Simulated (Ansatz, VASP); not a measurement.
**Two plane-wave programs on W3N4**

```
N W
1.0
     4.12200    0.00000    0.00000
     0.00000    4.12200    0.00000
     0.00000    0.00000    4.12200
N W
4 3
Direct
  0.50000 0.50000 0.50000
  0.50000 0.00000 0.00000
  0.00000 0.50000 0.00000
  0.00000 0.00000 0.50000
  0.50000 0.50000 0.00000
  0.00000 0.50000 0.50000
  0.50000 0.00000 0.50000
```

Alike in both runs: task single point; functional PBE; k mesh 5 × 5 × 5; occupations fermi-dirac, width 0.1 eV; collinear spin.

```csv
,VASP,Ansatz
version,VASP 6.6.1,Ansatz 0.2.0
potentials or method,"VASP PAW PBE potentials, release 64 (N_h, W_sv), cutoff 910 eV","PAW, plane waves, scalar-relativistic"
valence electrons in the cell,62,62
```

|  | VASP | Ansatz | Ansatz less VASP |
| --- | --- | --- | --- |
| net moment per atom (μB) | 0.00 | 0.00 | 0.000 |

With one functional, cell and mesh, what is left measures potentials, basis and numerics. Ansatz's warnings: seeded moment not kept.

Spin-orbit coupling is off throughout. Noted on VASP's run: the cutoff is short for stress, so the pressure is rough.
